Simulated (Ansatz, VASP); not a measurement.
CdS in VASP and in Ansatz

The input POSCAR:

```
CdS
1.0
    0.0000000000      2.9686069915      2.9686069915
    2.9686069915      0.0000000000      2.9686069915
    2.9686069915      2.9686069915      0.0000000000
Cd S
1 1
Direct
    0.0000000000      0.0000000000      0.0000000000
    0.2500000000      0.2500000000      0.2500000000
```

Contents of INCAR.step1:

```
ALGO = Normal ; EDIFF = 1E-5
ENCUT = 520 ; GGA = PE
ISIF = 2 ; ISMEAR = 0
LASPH = T ; LREAL = F
LWAVE = T ; NBANDS = 16
NELM = 100 ; PREC = Accurate
SIGMA = 0.01
```

The input INCAR.step2:

```
ALGO = Normal ; EDIFF = 1E-6
ENCUT = 520 ; GGA = PE
HFSCREEN = 0.2079 ; ISIF = 2
ISMEAR = 0 ; ISTART = 1
LASPH = T ; LCHARG = T
LELF = T ; LHFCALC = T
LREAL = F ; LVHAR = T
LWAVE = F ; NBANDS = 16
NELM = 100 ; PREC = Accurate
PRECFOCK = Normal ; SIGMA = 0.01
```

KPOINTS

```
k-points
0
Gamma
  6 6 6
```

Input for Ansatz:

```yaml
crystal:
  lattice:
    - [0.0, 2.9686069915, 2.9686069915]
    - [2.9686069915, 0.0, 2.9686069915]
    - [2.9686069915, 2.9686069915, 0.0]
  atoms:
    - { symbol: Cd, position: [0.0, 0.0, 0.0] }
    - { symbol: S, position: [0.25, 0.25, 0.25] }
kpoints:
  mp_grid: { grid: [6, 6, 6] }
  band_path:
    path:
      - [0.0, 0.0, 0.0]
      - [-0.5, -0.5, 0.0]
      - [-0.375, -0.375, 0.25]
      - [-0.375, 0.0, 0.375]
      - [0.0, 0.0, 0.5]
      - [-0.5, -0.25, 0.25]
    npoints: 1
hamiltonian:
  xc: hse06
scf:
  occupations: { method: fixed }
  n_extra_bands: 4
output:
  forces: true
  stress: true
  eigenvalues: true
```

Change from the starting cell: hydrostatic strain +1.0%.

Alike in both runs: task single point; functional HSE06; k mesh 6 × 6 × 6; no spin polarisation.

|  | VASP | Ansatz |
| --- | --- | --- |
| version | VASP 6.6.1 | Ansatz 0.2.0 |
| potentials or method | VASP PAW PBE potentials, release 64 (Cd, S) | plane waves, PAW |
| plane-wave cutoff (eV) | 520 | 420 |
| occupations | gaussian, width 0.01 eV | fixed |
| valence electrons in the cell | 18 | 26 |

VASP gave:

| Property | Result |
| --- | --- |
| gap on the k mesh at the Fermi level (eV) | 2.03 |
| pressure (GPa) | -1.2 |

Estimate Ansatz's values.

gap on the k mesh at the Fermi level (eV): 2.03; pressure (GPa): -1.5.

VASP's potentials hold 18 valence electrons a cell and Ansatz's 26, so a difference there can come from the potentials and not from the codes. Ansatz's warnings: stress exchange threshold loose, stress scf threshold loose.
